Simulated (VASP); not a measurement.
Set up this calculation in VASP 6.6.1, as the native input.

| Item | Value |
| --- | --- |
| Task | single point |
| Functional | PBE0 |
| Potentials or basis | VASP PAW PBE potentials, release 64 (W_sv, C) |
| Cutoff | 520 eV |
| k mesh | 5 × 5 × 5 |
| Occupations | fermi-dirac, width 0.1 eV |
| Spin | no spin polarisation |
| Dipole correction | no |
| Grid for exact exchange (PRECFOCK) | Normal |
| Further INCAR settings | ALGO = Normal; EDIFF = 1e-06; NBANDS = 16 |
| Share of exact exchange | 0.25 |

WC:

```
CELL_PARAMETERS angstrom
2.90650 0.00000 0.00000
-1.45325 2.51710 0.00000
0.00000 0.00000 2.83660
ATOMIC_POSITIONS crystal
W 0.00000 0.00000 0.00000
C 0.66667 0.33333 0.50000
```

One way to write it, as run:

POSCAR

```
WC
1.0
    2.9065000000      0.0000000000      0.0000000000
   -1.4532500000      2.5171028361      0.0000000000
    0.0000000000      0.0000000000      2.8366000000
W C
1 1
Direct
    0.0000000000      0.0000000000      0.0000000000
    0.6666666667      0.3333333333      0.5000000000
```

INCAR.step1

```
SYSTEM = WC
PREC     = Accurate       ! precision mode
ENCUT    = 520            ! plane-wave cutoff, eV
EDIFF    = 1E-5           ! SCF threshold, eV
ISMEAR   = -1             ! smearing method
SIGMA    = 0.1            ! smearing width, eV
LREAL    = .False.        ! projectors in reciprocal space
LASPH    = .True.         ! aspherical terms in the spheres
NELM     = 80             ! most SCF steps
ALGO     = Normal         ! electronic algorithm
ISIF     = 2              ! what is computed and relaxed
LWAVE    = .True.         ! write WAVECAR
GGA      = PE             ! functional
NBANDS   = 16             ! bands
```

INCAR.step2

```
SYSTEM = WC
PREC     = Accurate       ! precision mode
ENCUT    = 520            ! plane-wave cutoff, eV
EDIFF    = 1E-6           ! SCF threshold, eV
ISMEAR   = -1             ! smearing method
SIGMA    = 0.1            ! smearing width, eV
LREAL    = .False.        ! projectors in reciprocal space
LASPH    = .True.         ! aspherical terms in the spheres
NELM     = 80             ! most SCF steps
ALGO     = Normal         ! electronic algorithm
ISIF     = 2              ! what is computed and relaxed
LWAVE    = .False.        ! write WAVECAR
LCHARG   = .True.         ! write CHGCAR
GGA      = PE             ! functional
LHFCALC  = .True.         ! exact exchange
AEXX     = 0.25           ! exact-exchange fraction
PRECFOCK = Normal       
LELF     = .True.         ! ELF
LVHAR    = .True.       
ISTART   = 1            
NBANDS   = 16             ! bands
```

KPOINTS

```
Automatic mesh
0
Gamma
  5 5 5
  0 0 0
```

Potentials or basis: VASP PAW PBE potentials, release 64 (W_sv, C).

Launch:

```sh
$ cat potpaw_PBE.64/W_sv/POTCAR potpaw_PBE.64/C/POTCAR > POTCAR
$ cp INCAR.step1 INCAR
$ mpirun -np 1 vasp_std > vasp.out
$ cp INCAR.step2 INCAR
$ mpirun -np 1 vasp_std > vasp.out
```

Results of the run:

```json
{
 "Pressure": "-3.5 GPa",
 "Band gap on the k mesh": "zero (bands 9 and 10 overlap by 1.59 eV)"
}
```

Caveat: the k points lie up to 0.50 Å⁻¹ apart, too coarse for converged energies and pressures of a metal; the PAW data sets were made with another functional, which shifts forces and pressure a little; spin-orbit coupling is left out, which moves the levels of the heavy elements.

It took 10 min on 1 thread of Intel(R) Xeon(R) Platinum 8488C (Sapphire Rapids) (shared host), peak memory 0.15 GiB.
